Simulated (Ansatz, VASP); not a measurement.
# Two plane-wave programs on Ta2Si

```
CELL_PARAMETERS angstrom
-3.03974 3.03974 2.49393
3.03974 -3.03974 2.49393
3.03974 3.03974 -2.49393
ATOMIC_POSITIONS crystal
Ta 0.66276 0.83724 0.50000
Ta 0.83724 0.33724 0.17448
Ta 0.33724 0.16276 0.50000
Ta 0.16276 0.66276 0.82552
Si 0.25000 0.25000 0.00000
Si 0.75000 0.75000 0.00000
```

Alike in both runs: functional PBEsol; dispersion D3(BJ); k mesh 10 × 10 × 10; occupations gaussian, width 0.1 eV; no spin polarisation.

Ansatz relaxed the structure, and its values are those at the end. VASP's run is a single point on that final structure, the one shown.

|  | VASP | Ansatz |
| --- | --- | --- |
| version | VASP 6.6.1 | Ansatz 0.2.0 |
| potentials or method | VASP PAW PBE potentials, release 64 (Ta_pv, Si), cutoff 520 eV | scalar-relativistic, plane waves, PAW |
| valence electrons in the cell | 52 | 60 |

```csv
,VASP,Ansatz,Ansatz less VASP
gap on the k mesh at the Fermi level (eV),none,none,-
pressure (GPa),0.3,0.0,-0.34
rms of the force components (eV/Å),0.005,0.001,-0.0036
```

VASP's potentials were made for PBE, not for PBEsol. A gap of «none» marks a metal or a gap that the smearing closes. VASP's potentials hold 52 valence electrons a cell and Ansatz's 60, so a difference there can come from the potentials and not from the codes.

Neither program's run includes spin-orbit coupling.
